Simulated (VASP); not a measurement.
# ZrB2 (P6/mmm) in VASP: further runs

ZrB2 is run at these levels: LDA; tasks: single point.

Program: VASP 6.6.1. These are calculated values, not measurements. Logs are shortened: lines on timing, memory, paths and dates and some standing lists are left out, and cuts for length are marked.

**1. The cell of the first run**

The structure is hexagonal, space group P6/mmm (No. 191). Conventional cell: a = 3.112 Å, b = 3.112 Å, c = 3.464 Å, α = 90.00°, β = 90.00°, γ = 120.00°. Zr (site symmetry 6/mmm) has 12 B at 2.50 Å and 6 Zr at 3.11 Å within 3.3 Å. B (site symmetry -6m2) has 3 B at 1.80 Å within 2.4 Å.

**2. Single point, LDA**

Contents of INCAR:

```
SYSTEM = ZrB2
PREC = Accurate
ENCUT = 500
EDIFF = 1E-6
ISMEAR = 0
SIGMA = 0.05
LREAL = .False.
LASPH = .True.
NELM = 120
ALGO = Normal
ISIF = 2
LWAVE = .False.
LCHARG = .False.
NBANDS = 16
GGA_COMPAT = .False.
```

Contents of KPOINTS:

```
regular mesh
0
Gamma
  8 8 7
  0 0 0
```

Contents of POSCAR:

```
ZrB2
1.0
    3.1123558635      0.0000000000      0.0000000000
   -1.5561779318      2.6953792434      0.0000000000
    0.0000000000      0.0000000000      3.4636486787
Zr B
1 2
Direct
    0.0000000000      0.0000000000      0.0000000000
    0.3333333333      0.6666666667      0.5000000000
    0.6666666667      0.3333333333      0.5000000000
```

Potentials or basis: VASP PAW LDA potentials, release 64 (Zr_sv, B).

Command:

```
cat potpaw_LDA.64/Zr_sv/POTCAR potpaw_LDA.64/B/POTCAR > POTCAR
mpirun -np 1 vasp_std > vasp.out
```

OUTCAR:

```text
SYSTEM = ZrB2
   PREC = Accurate
   ENCUT = 500
   EDIFF = 1E-6
   ISMEAR = 0
   LREAL = .False.
   LASPH = .True.
   NELM = 120
   ISIF = 2

 ion  position               nearest neighbor table
   1  0.000  0.000  0.000-   2 2.50   3 2.50   2 2.50   3 2.50   3 2.50   3 2.50   2 2.50   2 2.50
                             3 2.50   3 2.50   2 2.50   2 2.50
   2  0.333  0.667  0.500-   3 1.80   3 1.80   3 1.80   1 2.50   1 2.50   1 2.50   1 2.50   1 2.50
                             1 2.50
   3  0.667  0.333  0.500-   2 1.80   2 1.80   2 1.80   1 2.50   1 2.50   1 2.50   1 2.50   1 2.50
                             1 2.50

  LATTYP: Found a hexagonal cell.
 ALAT       =     3.1123558635
 C/A-ratio  =     1.1128703884

  Lattice vectors:

 A1 = (   3.1123558635,   0.0000000000,   0.0000000000)
 A2 = (  -1.5561779318,   2.6953792434,   0.0000000000)
 A3 = (   0.0000000000,   0.0000000000,   3.4636486787)

Analysis of symmetry for initial positions (statically):
=====================================================================
 Subroutine PRICEL returns:
 Original cell was already a primitive cell.

 Routine SETGRP: Setting up the symmetry group for a
 hexagonal supercell.

 Subroutine GETGRP returns: Found 24 space group operations
 (whereof 24 operations were pure point group operations)
 out of a pool of 24 trial point group operations.

The static configuration has the point symmetry D_6h.

Analysis of symmetry for dynamics (positions and initial velocities):
=====================================================================
 Subroutine PRICEL returns:
 Original cell was already a primitive cell.

 Routine SETGRP: Setting up the symmetry group for a
 hexagonal supercell.

 Subroutine GETGRP returns: Found 24 space group operations
 (whereof 24 operations were pure point group operations)
 out of a pool of 24 trial point group operations.

The dynamic configuration has the point symmetry D_6h.

 Subroutine INISYM returns: Found 24 space group operations
 (whereof 24 operations are pure point group operations),
 and found     1 'primitive' translations

----------------------------------------------------------------------------------------

                                     Primitive cell

  volume of cell :      29.0565

  direct lattice vectors                    reciprocal lattice vectors
     3.112355863  0.000000000  0.000000000     0.321300020  0.185502653  0.000000000
    -1.556177932  2.695379243  0.000000000     0.000000000  0.371005306  0.000000000
     0.000000000  0.000000000  3.463648679     0.000000000  0.000000000  0.288712884

  length of vectors
     3.112355863  3.112355864  3.463648679     0.371005306  0.371005306  0.288712884

  position of ions in fractional coordinates (direct lattice)
     0.000000000  0.000000000  0.000000000
     0.333333333  0.666666667  0.500000000
     0.666666667  0.333333333  0.500000000

  ion indices of the primitive-cell ions
   primitive index   ion index
                 1           1
                 2           2
                 3           3

----------------------------------------------------------------------------------------

 KPOINTS: regular mesh

Automatic generation of k-mesh.
 Grid dimensions read from file:
 generate k-points for:    8    8    7

 Generating k-lattice:

  Cartesian coordinates                     Fractional coordinates (reciprocal lattice)
     0.040162502  0.023187832  0.000000000     0.125000000  0.000000000  0.000000000
     0.000000000  0.046375663  0.000000000     0.000000000  0.125000000  0.000000000
     0.000000000  0.000000000  0.041244698     0.000000000  0.000000000  0.142857143

  Length of vectors
     0.046375663  0.046375663  0.041244698

  Shift w.r.t. Gamma in fractional coordinates (k-lattice)
     0.000000000  0.000000000  0.000000000

 Subroutine IBZKPT returns following result:
 ===========================================

 Found     40 irreducible k-points:

 Following reciprocal coordinates:
            Coordinates               Weight
  0.000000  0.000000  0.000000      1.000000
  0.125000  0.000000  0.000000      6.000000
  0.250000  0.000000  0.000000      6.000000
  0.375000  0.000000  0.000000      6.000000
  0.500000  0.000000  0.000000      3.000000
  0.125000  0.125000  0.000000      6.000000
[... 16 lines left out ...]
  0.250000  0.000000  0.285714     12.000000
  0.375000  0.000000  0.285714     12.000000
 [... further k-points ...]
   k-points           NKPTS =     40   k-points in BZ     NKDIM =     40   number of bands    NBANDS=     16
   number of dos      NEDOS =    301   number of ions     NIONS =      3
   total plane-waves  NPLWV =  16128
   dimension x,y,z NGX =    24 NGY =   24 NGZ =   28
   dimension x,y,z NGXF=    48 NGYF=   48 NGZF=   56
   ions per type =               1   2
   NGX,Y,Z   is equivalent  to a cutoff of  12.82, 12.82, 13.44 a.u.
   NGXF,Y,Z  is equivalent  to a cutoff of  25.64, 25.64, 26.88 a.u.
 SYSTEM =  ZrB2
   PREC   = accura    normal or accurate (medium, high low for compatibility)
   ISTART =      0    job   : 0-new  1-cont  2-samecut
   ICHARG =      2    charge: 1-file 2-atom 10-const
   ISPIN  =      1    spin polarized calculation?
   LNONCOLLINEAR =      F non collinear calculations
   LSORBIT =      F    spin-orbit coupling
   LASPH  =      T    aspherical Exc in radial PAW
   ENCUT  =  500.0 eV  36.75 Ry    6.06 a.u.   5.67  5.67  6.32*2*pi/ulx,y,z
   NELM   =    120;   NELMIN=  2; NELMDL= -5     # of ELM steps
   EDIFF  = 0.1E-05   stopping-criterion for ELM
   LREAL  =      F    real-space projection
   EDIFFG = 0.1E-04   stopping-criterion for IOM
   NSW    =      0    number of steps for IOM
   IBRION =     -1    ionic relax: 0-MD 1-quasi-New 2-CG
   NFREE  =      0    steps in history (QN), initial steepest desc. (CG)
   ISIF   =      2    stress and relaxation
   ISYM   =      2    0-nonsym 1-usesym 2-fastsym
   POTIM  = 0.5000    time-step for ionic-motion
   TEBEG  =    0.0;   TEEND  =   0.0 temperature during run
   PSTRESS=    0.0 pullay stress
   NELECT =      18.0000    total number of electrons
   NUPDOWN=      -1.0000    fix difference up-down
   EMIN   =  10.00;   EMAX   =-10.00  energy-range for DOS
   EFERMI =   0.00;   METHOD = LEGACY
   ISMEAR =     0;   SIGMA  =   0.05  broadening in eV -4-tet -1-fermi 0-gaus
   EFERMI_NEDOS =   21; number of points for ismear=-14 and -15
   IALGO  =     38    algorithm
   IMIX   =      4    mixing-type and parameters
     AMIX     =   0.40;   BMIX     =  1.00
     AMIX_MAG =   1.60;   BMIX_MAG =  1.00
  volume/ion in A,a.u.               =       9.69        65.36
  Fermi-wavevector in a.u.,A,eV,Ry     =   1.395569  2.637243 26.498885  1.947613
  Thomas-Fermi vector in A             =   2.519008
   LORBIT       =      0    0 simple, 1 ext, 2 COOP (PROOUT), +10 PAW based schemes
   GGA     = CA    functional components
   LHFCALC =     F    Hartree Fock is set to
   AEXX    =    0.0000 exact exchange contribution
   IVDW    =     0    specifies the selected vdW correction
   LEPSILON=     F    determine dielectric tensor
   LRPA    =     F    only Hartree local field effects (RPA)
 non-spin polarized calculation
 Gauss-broadening in eV      SIGMA  =   0.05
  energy-cutoff  :      500.00
  volume of cell :       29.06
 maximum number of plane-waves:       757
 NGX is ok and might be reduce to    24
   NGX = 11   NGY = 11   NGZ = 13

 number of electron      18.0000000 magnetization

 Free energy of the ion-electron system (eV)
  ---------------------------------------------------
  ext. energy  EPLUGINS =         0.00000000
  ---------------------------------------------------
  free energy    TOTEN  =       -27.46773453 eV

  energy without entropy =      -27.46693208  energy(sigma->0) =      -27.46733330

 E-fermi :  11.3131     XC(G=0): -12.8509

 val. band max:       10.8914205315   @ k =   0.1250   0.0000   0.4286
 cond. band min:      11.3318177710   @ k =   0.3750   0.1250   0.0000
 fundamental gap:      0.4403972395
 Fermi energy:        11.3131405670

 k-point     1 :       0.0000    0.0000    0.0000
  band No.  band energies     occupation
      1     -37.0564      2.00000
      2     -15.4390      2.00000
      3     -14.7762      2.00000
      4     -14.7762      2.00000
      5      -1.7075      2.00000
      6       8.3582      2.00000
[... 8 lines left out ...]
     15      16.4778      0.00000
     16      16.4778      0.00000

 k-point     2 :       0.1250    0.0000    0.0000
  band No.  band energies     occupation
      1     -37.0346      2.00000
      2     -15.4077      2.00000
      3     -14.9572      2.00000
      4     -14.8152      2.00000
      5      -1.3822      2.00000
      6       7.5397      2.00000
[... 8 lines left out ...]
     15      17.7524      0.00000
     16      18.2164      0.00000

 k-point     3 :       0.2500    0.0000    0.0000
  band No.  band energies     occupation
      1     -36.9816      2.00000
      2     -15.3730      2.00000
      3     -15.3311      2.00000
      4     -14.9081      2.00000
      5      -0.4956      2.00000
      6       5.8901      2.00000
[... 8 lines left out ...]
     15      18.6515      0.00000
     16      20.4770      0.00000

 k-point     4 :       0.3750    0.0000    0.0000
  band No.  band energies     occupation
      1     -36.9279      2.00000
      2     -15.7635      2.00000
      3     -15.2531      2.00000
      4     -14.9990      2.00000
      5       0.7754      2.00000
      6       4.1358      2.00000
[... 8 lines left out ...]
     15      20.5683      0.00000
     16      21.1738      0.00000
[... 324 lines left out ...]
 k-point    22 :       0.1250    0.0000    0.2857
  band No.  band energies     occupation
      1     -37.0186      2.00000
      2     -15.6894      2.00000
      3     -14.9309      2.00000
      4     -14.7933      2.00000
      5      -0.2996      2.00000
      6       5.7720      2.00000
[... 8 lines left out ...]
     15      19.0894      0.00000
     16      20.3864      0.00000

 k-point    23 :       0.2500    0.0000    0.2857
  band No.  band energies     occupation
      1     -36.9660      2.00000
      2     -15.5949      2.00000
      3     -15.3338      2.00000
      4     -14.8825      2.00000
      5       0.2601      2.00000
      6       5.5515      2.00000
[... 8 lines left out ...]
     15      19.7982      0.00000
     16      21.3676      0.00000

 k-point    24 :       0.3750    0.0000    0.2857
  band No.  band energies     occupation
      1     -36.9128      2.00000
      2     -15.7181      2.00000
      3     -15.4939      2.00000
      4     -14.9699      2.00000
      5       1.0167      2.00000
      6       4.0070      2.00000
[... 8 lines left out ...]
     15      20.1194      0.00000
     16      23.0851      0.00000

 [... further k-points ...]
[... 5 lines left out ...]
  --------------------------------------------------------------------------------------
  -------------------------------------------------------------------------------------
  Total        1.1193941      1.1193941      1.0693120     -0.0000000     -0.0000000      0.0000000
  in kB       61.7235142     61.7235142     58.9619808     -0.0000000     -0.0000000      0.0000000
  external PRESSURE =      60.8030030 kB  Pullay stress =       0.0000000 kB

 VOLUME and BASIS-vectors are now :
 -----------------------------------------------------------------------------
  energy-cutoff  :      500.00
  volume of cell :       29.06
      direct lattice vectors                 reciprocal lattice vectors
     3.112355863  0.000000000  0.000000000     0.321300020  0.185502653  0.000000000
    -1.556177932  2.695379243  0.000000000     0.000000000  0.371005306  0.000000000
     0.000000000  0.000000000  3.463648679     0.000000000  0.000000000  0.288712884

 POSITION                                       TOTAL-FORCE (eV/Angst)
 -----------------------------------------------------------------------------------
      0.00000      0.00000      0.00000        -0.000000      0.000000      0.000000
     -0.00000      1.79692      1.73182         0.000000      0.000000      0.000000
      1.55618      0.89846      1.73182        -0.000000      0.000000      0.000000
 -----------------------------------------------------------------------------------
    total drift:                               -0.000000      0.000000      0.000000

  FREE ENERGIE OF THE ION-ELECTRON SYSTEM (eV)
  ---------------------------------------------------
  free  energy   TOTEN  =       -27.4677345251 eV

  energy  without entropy=      -27.4669320779  energy(sigma->0) =      -27.46733330
```

Run time: 7.9 s. Hardware: 1 thread of Intel Xeon 6975P-C (Granite Rapids), shared host; peak memory 0.13 GiB.

What came out:

```yaml
Free_energy: -27.4677 eV
Pressure: 6.1 GPa
Band_gap_on_the_k_mesh: zero (band 9 reaches 11.58 eV, above the bottom of band 10 at 11.33 eV)
```

**3. Single point, LDA**

This run uses another cell than the first one, of 9.88 Å³/atom, 1.020 times its volume.

Contents of INCAR:

```
SYSTEM = ZrB2
ALGO     = Normal         ! electronic algorithm
EDIFF    = 1E-6           ! SCF threshold, eV
ENCUT    = 500            ! plane-wave cutoff, eV
GGA      = CA             ! functional
GGA_COMPAT= .FALSE.      
ISIF     = 2              ! what is computed and relaxed
ISMEAR   = 0              ! smearing method
LASPH    = .TRUE.         ! aspherical terms in the spheres
LCHARG   = .TRUE.         ! write CHGCAR
LELF     = .TRUE.         ! ELF
LREAL    = .FALSE.        ! projectors in reciprocal space
LVHAR    = .TRUE.       
LWAVE    = .FALSE.        ! write WAVECAR
NBANDS   = 16             ! bands
NELM     = 120            ! most SCF steps
PREC     = Accurate       ! precision mode
SIGMA    = 0.05           ! smearing width, eV
```

Contents of KPOINTS:

```
k-points
0
G
  8 8 7
  0 0 0
```

Contents of POSCAR:

```
ZrB2
1.0
    3.1333859330      0.0000000000      0.0000000000
   -1.5666929665      2.7135918178      0.0000000000
    0.0000000000      0.0000000000      3.4870524202
Zr B
1 2
Direct
    0.0000000000      0.0000000000      0.0000000000
    0.3333333333      0.6666666667      0.5000000000
    0.6666666667      0.3333333333      0.5000000000
```

Potentials or basis: VASP PAW LDA potentials, release 64 (Zr_sv, B).

Command:

```
cat potpaw_LDA.64/Zr_sv/POTCAR potpaw_LDA.64/B/POTCAR > POTCAR
mpirun -np 1 vasp_std > vasp.out
```

Run time: 7.3 s. Hardware: 1 thread of Intel Xeon 6975P-C (Granite Rapids), shared host; peak memory 0.13 GiB.

It converged, with:

```yaml
Free_energy: -27.4802 eV
Pressure: 0.6 GPa
Band_gap_on_the_k_mesh: zero (band 9 reaches 11.33 eV, above the bottom of band 10 at 11.09 eV)
```

Levels at points of the mesh, in eV from the Fermi level:
| k point | band 5 | band 6 | band 7 | band 8 | band 9 | band 10 | band 11 | band 12 | band 13 | band 14 |
| --- | --- | --- | --- | --- | --- | --- | --- | --- | --- | --- |
| (0.00, 0.00, 0.00) | -12.93 | -2.91 | -2.91 | -2.87 | -2.46 | 3.34 | 3.34 | 4.14 | 4.14 | 5.03 |
| (0.50, 0.00, 0.00) | -9.23 | -8.54 | -4.20 | -3.28 | -2.99 | 2.12 | 2.19 | 4.94 | 5.05 | 6.61 |

(Part 1 of 2 ends here.)
